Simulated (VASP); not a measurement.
WC: single point with revPBE

Crystal: WC.

```xyz
2
Lattice="2.9065 0.0000 0.0000 -1.4532 2.5171 0.0000 0.0000 0.0000 2.8366" Properties=species:S:1:pos:R:3 pbc="T T T"
W     0.0000    0.0000    0.0000
C     1.4533    0.8390    1.4183
```

| Property | Result |
| --- | --- |
| Program | VASP 6.6.1 |
| Task | single point |
| Functional | revPBE |
| Potentials or basis | VASP PAW PBE potentials, release 64 (W_sv, C) |
| Cutoff | 700 eV |
| k mesh | 7 × 7 × 6, shifted |
| Occupations | gaussian, width 0.02 eV |
| Spin | collinear spin, zero start |
| Starting moments | [0.0, 0.0] μB |

```
Pressure                                              : 9.4 GPa
Largest force                                         : 0.003 eV/Å
Band gap on the k mesh                                : zero (filled and empty bands overlap)
Net moment                                            : 0.00 μB per cell
Valence electrons inside the program's atomic spheres : W 12.17; C 2.43
```

Forces in eV/Å, atoms in the order of the input:
```
W   -0.003  0.002  0.000
C    0.003 -0.002  0.000
```

Stress tensor (GPa, compression positive):
```
 8.42  0.96  0.00
 0.96  9.53  0.00
 0.00  0.00 10.30
```

Levels at points of the mesh, in eV from the Fermi level:
Spin up:
```tsv
k point	band 7	band 8	band 9	band 10	band 11	band 12
(0.07, 0.07, 0.08)	-3.60	-2.80	-0.87	2.60	3.85	5.56
```
Spin down:
```csv
k point,band 6,band 7,band 8,band 9,band 10,band 11,band 12,band 13
"(0.07, 0.07, 0.08)",-4.21,-3.60,-2.80,-0.87,2.60,3.85,5.56,5.96
```

Run time: 67 s on 1 thread of AMD EPYC 9R45 96-Core Processor (Zen 5), on a shared host, peak memory 0.24 GiB.

Caveat: the cell stands under pressure; the PAW data sets were made with another functional, which shifts forces and pressure a little; spin-orbit coupling is left out, which moves the levels of the heavy elements.
